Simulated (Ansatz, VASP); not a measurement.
**Sb in VASP and in Ansatz**

INCAR

```
SYSTEM = Sb
PREC = Accurate
ENCUT = 520
EDIFF = 1E-8
ISMEAR = -1
SIGMA = 0.05
LREAL = .FALSE.
LASPH = .TRUE.
NELM = 60
ALGO = Normal
ISIF = 2
LWAVE = .FALSE.
LCHARG = .FALSE.
GGA = PE
LEFG = .TRUE.
NBANDS = 12
```

Contents of KPOINTS:

```
Automatic mesh
0
G
  9 9 9
  0 0 0
```

POSCAR

```
Sb
1.0
    2.1506003320      1.2416496806      3.7440000000
   -2.1506003320      1.2416496806      3.7440000000
    0.0000000000     -2.4832993611      3.7440000000
Sb
2
Direct
    0.2336400000      0.2336400000      0.2336400000
    0.7795167234      0.7660934947      0.7611802520
```

Input for Ansatz:

```yaml
crystal:
  lattice:
    - [2.150600332, 1.2416496806, 3.744]
    - [-2.150600332, 1.2416496806, 3.744]
    - [0.0, -2.4832993611, 3.744]
  atoms:
    - { symbol: Sb, position: [0.23364, 0.23364, 0.23364] }
    - { symbol: Sb, position: [0.7795167234, 0.7660934947, 0.761180252] }
kpoints:
  mp_grid: { grid: [9, 9, 9] }
scf:
  occupations: { method: fermi_dirac, width: 0.05 }
hamiltonian:
  xc: pbe
  pseudopotentials: { kind: all_electron, datasets: crystal }
output:
  forces: true
  stress: true
  eigenvalues: true
  efg: { contact_densities: true }
```

Alike in both runs: task electric field gradients; functional PBE; k mesh 9 × 9 × 9; occupations fermi-dirac, width 0.05 eV; no spin polarisation.

```csv
,VASP,Ansatz
version,VASP 6.6.1,Ansatz 0.2.0
potentials or method,"VASP PAW PBE potentials, release 64 (Sb), cutoff 520 eV","all-electron PAW with datasets made for the crystal, scalar-relativistic"
```

```csv
,VASP,Ansatz,Ansatz less VASP
pressure (GPa),3.7,3.6,-0.09
"traceless stress, the component that is largest in VASP (GPa)",0.42,0.41,-0.012
rms of the force components (eV/Å),0.256,0.228,-0.0281
size of Vzz on the site where it differs most (V/Å²),51.8,56.5,+4.63
```

Atom by atom the forces differ by 0.029 eV/Å (rms over components). Ansatz ran all-electron here, and VASP with PAW potentials.

Neither program's run includes spin-orbit coupling.
